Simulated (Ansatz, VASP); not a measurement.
MgSe: VASP beside Ansatz

File INCAR:

```
PREC = Accurate
ENCUT = 600
EDIFF = 1E-6
ISMEAR = 0
SIGMA = 0.02
LREAL = F
LASPH = T
NELM = 120
ALGO = Normal
ISIF = 2
LWAVE = F
LCHARG = F
GGA = PE
NBANDS = 11
GGA_COMPAT = F
```

KPOINTS

```
regular mesh
0
Gamma
  8 8 8
```

Contents of POSCAR:

```
MgSe
1.0
    0.0000000000      2.7276312241      2.7276312241
    2.7276312241      0.0000000000      2.7276312241
    2.7276312241      2.7276312241      0.0000000000
Mg Se
1 1
Direct
    0.0000000000      0.0000000000      0.0000000000
    0.5000000000      0.5000000000      0.5000000000
```

Input for Ansatz:

```yaml
crystal:
  lattice:
    - [0.0, 2.7276312241, 2.7276312241]
    - [2.7276312241, 0.0, 2.7276312241]
    - [2.7276312241, 2.7276312241, 0.0]
  atoms:
    - { symbol: Mg, position: [0.0, 0.0, 0.0] }
    - { symbol: Se, position: [0.5, 0.5, 0.5] }
basis:
  ecutwfc: 420
kpoints:
  mp_grid: { grid: [8, 8, 8] }
  band_path:
    path:
      - [[0.0, 0.0, 0.0], [0.5, 0.0, 0.5], [0.625, 0.25, 0.625]]
      - [[0.375, 0.375, 0.75], [0.0, 0.0, 0.0], [0.5, 0.5, 0.5], [0.5, 0.25, 0.75], [0.5, 0.0, 0.5]]
    npoints: 10
hamiltonian:
  xc: pbe
  pseudopotentials: { kind: paw, azcp: { folder: soft_1 } }
scf:
  occupations: { method: gaussian, width: 0.02 }
  n_extra_bands: 7
output:
  forces: true
  stress: true
  eigenvalues: true
```

Alike in both runs: task single point; functional PBE; k mesh 8 × 8 × 8; occupations gaussian, width 0.02 eV; no spin polarisation.

|  | VASP | Ansatz |
| --- | --- | --- |
| version | VASP 6.6.1 | Ansatz 0.2.0 |
| potentials or method | VASP PAW PBE potentials, release 64 (Mg, Se), cutoff 600 eV | scalar-relativistic, plane waves, PAW |
| valence electrons in the cell | 8 | 26 |

VASP gave:

```
gap on the k mesh at the Fermi level (eV) : 1.80
least direct gap on the mesh (eV)         : 2.58
pressure (GPa)                            : 1.7
```

Which values does Ansatz return?

gap on the k mesh at the Fermi level (eV): 1.82; least direct gap on the mesh (eV): 2.59; pressure (GPa): 1.9.

VASP's potentials hold 8 valence electrons a cell and Ansatz's 26, so a difference there can come from the potentials and not from the codes.
